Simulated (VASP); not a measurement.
# TaAs (I4_1md) in VASP: further runs

Aim: see how the results for TaAs move with the level of theory and the settings. Levels: PBEsol, PBE+D4, LDA. Tasks: single point, relaxation of cell and atoms.

Everything below comes from runs of VASP 6.6.1. Logs are shortened: lines on timing, memory, paths and dates and some standing lists are left out, and cuts for length are marked.

## 1. The cell of the first run

Symmetry: I4_1md, No. 109, tetragonal system. Conventional cell: a = 3.429 Å, b = 3.429 Å, c = 11.584 Å, α = 90.00°, β = 90.00°, γ = 90.00°. Ta (site symmetry 2mm) has 6 As at 2.59 to 2.60 Å and 8 Ta at 3.37 to 3.43 Å within 3.5 Å. Within 3.5 Å of As (site symmetry 2mm) lie 6 Ta at 2.59 to 2.60 Å and 8 As at 3.37 to 3.43 Å.

## 2. Single point, PBEsol

File INCAR:

```
ALGO = Normal
EDIFF = 1E-7
ENCUT = 520
GGA = PS
ISIF = 2
ISMEAR = -1
LASPH = T
LCHARG = T
LELF = T
LREAL = F
LVHAR = T
LWAVE = F
NBANDS = 24
NELM = 100
PREC = Accurate
SIGMA = 0.05
```

File KPOINTS:

```
k-points
0
Gamma
  11 11 11
```

File POSCAR:

```
TaAs
1.0
   -1.7144734917      1.7144734917      5.7918176274
    1.7144734917     -1.7144734917      5.7918176274
    1.7144734917      1.7144734917     -5.7918176274
Ta As
2 2
Direct
    0.5003200179      0.5003200179      0.0000000000
    0.2503200179      0.7503200179      0.5000000000
    0.0822794021      0.0822794021      0.0000000000
    0.8322794021      0.3322794021      0.5000000000
```

Potentials or basis: VASP PAW PBE potentials, release 64 (Ta_pv, As).

On the command line:

```bash
$ cat potpaw_PBE.64/Ta_pv/POTCAR potpaw_PBE.64/As/POTCAR > POTCAR
$ mpirun -np 1 vasp_std > vasp.out
```

OUTCAR:

```text
EDIFF = 1E-7
   ENCUT = 520
   GGA = PS
   ISIF = 2
   ISMEAR = -1
   LASPH = T
   LREAL = F
   NELM = 100
   PREC = Accurate

 ion  position               nearest neighbor table
   1  0.500  0.500  0.000-   4 2.59   4 2.59   3 2.60   3 2.60   3 2.60   3 2.60   2 3.37   2 3.37
                             2 3.37   2 3.37
   2  0.250  0.750  0.500-   3 2.59   3 2.59   4 2.60   4 2.60   4 2.60   4 2.60   1 3.37   1 3.37
                             1 3.37   1 3.37
   3  0.082  0.082  0.000-   2 2.59   2 2.59   1 2.60   1 2.60   1 2.60   1 2.60
   4  0.832  0.332  0.500-   1 2.59   1 2.59   2 2.60   2 2.60   2 2.60   2 2.60

  LATTYP: Found a body centered tetragonal cell.
 ALAT       =     3.4289469834
 C/A-ratio  =     3.3781902464

  Lattice vectors:

 A1 = (  -1.7144734917,   1.7144734917,   5.7918176274)
 A2 = (   1.7144734917,  -1.7144734917,   5.7918176274)
 A3 = (   1.7144734917,   1.7144734917,  -5.7918176274)

Analysis of symmetry for initial positions (statically):
=====================================================================
 Subroutine PRICEL returns:
 Original cell was already a primitive cell.

 Routine SETGRP: Setting up the symmetry group for a
 body centered tetragonal supercell.

 Subroutine GETGRP returns: Found  8 space group operations
 (whereof  4 operations were pure point group operations)
 out of a pool of 16 trial point group operations.

The static configuration has the point symmetry C_2v.
 The point group associated with its full space group is C_4v.

Analysis of symmetry for dynamics (positions and initial velocities):
=====================================================================
 Subroutine PRICEL returns:
 Original cell was already a primitive cell.

 Routine SETGRP: Setting up the symmetry group for a
 body centered tetragonal supercell.

 Subroutine GETGRP returns: Found  8 space group operations
 (whereof  4 operations were pure point group operations)
 out of a pool of 16 trial point group operations.

The dynamic configuration has the point symmetry C_2v.
 The point group associated with its full space group is C_4v.

 Subroutine INISYM returns: Found  8 space group operations
 (whereof  4 operations are pure point group operations),
 and found     1 'primitive' translations

----------------------------------------------------------------------------------------

                                     Primitive cell

  volume of cell :      68.0983

[... 91 lines left out ...]
   NELM   =    100;   NELMIN=  2; NELMDL= -5     # of ELM steps
   EDIFF  = 0.1E-06   stopping-criterion for ELM
   LREAL  =      F    real-space projection
   EDIFFG = 0.1E-05   stopping-criterion for IOM
   NSW    =      0    number of steps for IOM
   IBRION =     -1    ionic relax: 0-MD 1-quasi-New 2-CG
   NFREE  =      0    steps in history (QN), initial steepest desc. (CG)
   ISIF   =      2    stress and relaxation
   ISYM   =      2    0-nonsym 1-usesym 2-fastsym
   POTIM  = 0.5000    time-step for ionic-motion
   TEBEG  =    0.0;   TEEND  =   0.0 temperature during run
   PSTRESS=    0.0 pullay stress
   NELECT =      32.0000    total number of electrons
   NUPDOWN=      -1.0000    fix difference up-down
   EMIN   =  10.00;   EMAX   =-10.00  energy-range for DOS
   EFERMI =   0.00;   METHOD = LEGACY
   ISMEAR =    -1;   SIGMA  =   0.05  broadening in eV -4-tet -1-fermi 0-gaus
   EFERMI_NEDOS =   21; number of points for ismear=-14 and -15
   IALGO  =     38    algorithm
   IMIX   =      4    mixing-type and parameters
     AMIX     =   0.40;   BMIX     =  1.00
     AMIX_MAG =   1.60;   BMIX_MAG =  1.00
  volume/ion in A,a.u.               =      17.02       114.89
  Fermi-wavevector in a.u.,A,eV,Ry     =   1.272759  2.405165 22.040272  1.619914
  Thomas-Fermi vector in A             =   2.405619
   LORBIT       =      0    0 simple, 1 ext, 2 COOP (PROOUT), +10 PAW based schemes
   GGA     = PS    functional components
   LHFCALC =     F    Hartree Fock is set to
   AEXX    =    0.0000 exact exchange contribution
   IVDW    =     0    specifies the selected vdW correction
   LEPSILON=     F    determine dielectric tensor
   LRPA    =     F    only Hartree local field effects (RPA)
 non-spin polarized calculation
  energy-cutoff  :      520.00
  volume of cell :       68.10
 maximum number of plane-waves:      1849
   NGX = 23   NGY = 23   NGZ = 23

 number of electron      32.0000001 magnetization

 Free energy of the ion-electron system (eV)
  ---------------------------------------------------
  ext. energy  EPLUGINS =         0.00000000
  ---------------------------------------------------
  free energy    TOTEN  =       -37.72790801 eV

  energy without entropy =      -37.72331371  energy(sigma->0) =      -37.72561086

 E-fermi :   7.0199     XC(G=0): -12.1182

 val. band max:        7.0033967403   @ k =  -0.0909  -0.4545   0.0909
 cond. band min:       7.0278990966   @ k =  -0.0909  -0.4545   0.0909
 fundamental gap:      0.0245023563
 Fermi energy:         7.0198896611

 k-point     1 :       0.0000    0.0000    0.0000
  band No.  band energies     occupation
      1     -27.8587      2.00000
      2     -27.8087      2.00000
      3     -27.8087      2.00000
      4     -27.6513      2.00000
      5     -27.6513      2.00000
      6     -27.5911      2.00000
[... 637 lines left out ...]
     23      11.1877      0.00000
     24      12.6006      0.00000

 [... further k-points ...]

------------------------ aborting loop because EDIFF is reached ----------------------------------------

  FORCE on cell =-STRESS in cart. coord.  units (eV):
  Direction    XX          YY          ZZ          XY          YZ          ZX
  --------------------------------------------------------------------------------------
  -------------------------------------------------------------------------------------
  Total        0.2895435      0.2895435      0.2402745      0.0000000      0.0000000      0.0000000
  in kB        6.8122089      6.8122089      5.6530378      0.0000000      0.0000000      0.0000000
  external PRESSURE =       6.4258185 kB  Pullay stress =       0.0000000 kB

 VOLUME and BASIS-vectors are now :
 -----------------------------------------------------------------------------
  energy-cutoff  :      520.00
  volume of cell :       68.10
      direct lattice vectors                 reciprocal lattice vectors
    -1.714473492  1.714473492  5.791817627     0.000000000  0.291634722  0.086328685
     1.714473492 -1.714473492  5.791817627     0.291634722  0.000000000  0.086328685
     1.714473492  1.714473492 -5.791817627     0.291634722  0.291634722  0.000000000

 POSITION                                       TOTAL-FORCE (eV/Angst)
 -----------------------------------------------------------------------------------
      0.00000      0.00000      5.79552         0.000000      0.000000      0.001438
      1.71447     -0.00000      2.89962         0.000000      0.000000      0.001438
      0.00000      0.00000      0.95309        -0.000000     -0.000000     -0.001438
      0.00000      1.71447      3.84900        -0.000000     -0.000000     -0.001438
 -----------------------------------------------------------------------------------
    total drift:                                0.000000      0.000000      0.000235

  FREE ENERGIE OF THE ION-ELECTRON SYSTEM (eV)
  ---------------------------------------------------
  free  energy   TOTEN  =       -37.7279080092 eV

  energy  without entropy=      -37.7233137132  energy(sigma->0) =      -37.72561086
```

stdout:

```text
POSCAR found type information on POSCAR TaAs
 POSCAR found :  2 types and       4 ions
 scaLAPACK will be used
 -----------------------------------------------------------------------------
|                                                                             |
|                                                                             |
|     You enforced a specific xc type in the INCAR file but a different       |
|     I HOPE YOU KNOW WHAT YOU ARE DOING!                                     |
|                                                                             |
 -----------------------------------------------------------------------------

 LDA part: xc-table for (Slater+PW92), standard interpolation
 POSCAR, INCAR and KPOINTS ok, starting setup
 FFT: planning ... GRIDC
 FFT: planning ... GRID_SOFT
 FFT: planning ... GRID
 WAVECAR not read
 entering main loop
```

Run time: 4.7 min. Hardware: 1 thread of AMD EPYC 9R45 (Zen 5), shared host; peak memory 0.41 GiB.

Results:

```
Free energy            : -37.7279 eV
Pressure               : 0.6 GPa
Band gap on the k mesh : zero (bands 16 and 17 overlap by 0.02 eV)
```

Caveat: the PAW data sets were made with another functional, which shifts forces and pressure a little; spin-orbit coupling is left out, which moves the levels of the heavy elements.

## 3. Relaxation of cell and atoms, PBE+D4

This run uses another cell than the first one, of 17.40 Å³/atom.

File INCAR:

```
SYSTEM = TaAs
PREC = Accurate
ENCUT = 600
EDIFF = 1E-6
ISMEAR = -1
SIGMA = 0.05
LREAL = .False.
LASPH = .True.
NELM = 60
ALGO = Normal
ISIF = 3
LWAVE = .False.
LCHARG = .False.
GGA = PE
IVDW = 13
IBRION = 2
NSW = 60
EDIFFG = -0.01
```

File KPOINTS:

```
Automatic mesh
0
Gamma
  11 11 11
  0 0 0
```

File POSCAR:

```
TaAs
1.0
   -1.7218133622      1.7218133622      5.8679415361
    1.7218133622     -1.7218133622      5.8679415361
    1.7218133622      1.7218133622     -5.8679415361
Ta As
2 2
Direct
    0.4999673000      0.4999673000      0.0000000000
    0.2499673000      0.7499673000      0.5000000000
    0.0826321200      0.0826321200      0.0000000000
    0.8326321200      0.3326321200      0.5000000000
```

Potentials or basis: VASP PAW PBE potentials, release 64 (Ta_pv, As).

On the command line:

```bash
$ cat potpaw_PBE.64/Ta_pv/POTCAR potpaw_PBE.64/As/POTCAR > POTCAR
$ mpirun -np 1 vasp_std > vasp.out
```

It took 58 min on 1 thread of Intel Xeon 8259CL, shared host; peak memory 0.58 GiB.

The run converged. Its results:

```yaml
Free_energy: -36.8081 eV
Relaxed_volume: 17.27 Å³/atom
Relaxed_cell: a = 6.308 Å, b = 6.308 Å, c = 6.308 Å, α = 148.30°, β = 148.30°, γ = 45.45°
Space_group_after_relaxing_to_0.1_Å: I4_1md (No. 109)
Energy_gained_by_relaxing: 0.9 meV/atom
Ionic_steps: 6
Pressure_after_relaxing: 0.0 GPa
Largest_force_after_relaxing: 0.009 eV/Å
Band_gap_on_the_k_mesh: zero (bands 16 and 17 overlap by 0.02 eV)
Dispersion_energy_per_atom: -0.427 eV
```

Forces in eV/Å, atoms in the order of the input:
```
Ta   0.000  0.000 -0.009
Ta   0.000  0.000 -0.009
As   0.000  0.000  0.009
As   0.000  0.000  0.009
```

The path:
```tsv
step	energy change (eV)	largest force (eV/Å)	pressure (GPa)	volume (Å³)
1	0.0000	0.0274	-1.18	69.59
2	0.0023	0.0490	2.24	68.30
3	-0.0024	0.0358	0.21	69.05
4	-0.0034	0.0315	0.07	69.07
5	-0.0035	0.0298	0.01	69.07
6	-0.0036	0.0089	-0.03	69.08
```

Final structure:
```
CELL_PARAMETERS angstrom
-1.72297 1.72297 5.81787
1.72297 -1.72297 5.81787
1.72297 1.72297 -5.81787
ATOMIC_POSITIONS crystal
Ta 0.50035 0.50035 0.00000
Ta 0.25035 0.75035 0.50000
As 0.08225 0.08225 0.00000
As 0.83225 0.33225 0.50000
```

Levels at points of the mesh, in eV from the Fermi level:
| k point | band 14 | band 15 | band 16 | band 17 | band 18 | band 19 |
| --- | --- | --- | --- | --- | --- | --- |
| (0.00, 0.00, 0.00) | -1.92 | -1.65 | -1.65 | 0.88 | 1.58 | 2.40 |

Caveat: spin-orbit coupling is left out, which moves the levels of the heavy elements.

[end of part 1 of 2]
